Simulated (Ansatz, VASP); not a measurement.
# Y2RhC3 in VASP and in Ansatz

```
Y Rh C
1.0
     3.61466    0.00000    0.00000
    -1.80733    3.13039    0.00000
     0.00000    0.00000   15.23291
Y Rh C
4 2 6
Direct
  0.33333 0.66667 0.91018
  0.66667 0.33333 0.41018
  0.66667 0.33333 0.08982
  0.33333 0.66667 0.58982
  0.00000 0.00000 0.25000
  0.00000 0.00000 0.75000
  0.00000 0.00000 0.50000
  0.00000 0.00000 0.00000
  0.33333 0.66667 0.29525
  0.66667 0.33333 0.79525
  0.66667 0.33333 0.70475
  0.33333 0.66667 0.20475
```

Alike in both runs: functional PBE; k mesh 12 × 12 × 4; occupations gaussian, width 0.1 eV; no spin polarisation.

Ansatz relaxed the structure, and its values are those at the end. VASP's run is a single point on that final structure, the one shown.

|  | VASP | Ansatz |
| --- | --- | --- |
| version | VASP 6.6.1 | Ansatz 0.2.0 |
| potentials or method | VASP PAW PBE potentials, release 64 (Y_sv, Rh_pv, C), cutoff 520 eV | scalar-relativistic, plane waves, PAW |
| valence electrons in the cell | 98 | 102 |

|  | VASP | Ansatz | Ansatz less VASP |
| --- | --- | --- | --- |
| gap on the k mesh at the Fermi level (eV) | none | none | - |
| pressure (GPa) | 0.0 | 0.0 | -0.03 |
| rms of the force components (eV/Å) | 0.030 | 0.000 | -0.0302 |

A gap of «none» marks a metal or a gap that the smearing closes. VASP's potentials hold 98 valence electrons a cell and Ansatz's 102, so a difference there can come from the potentials and not from the codes.
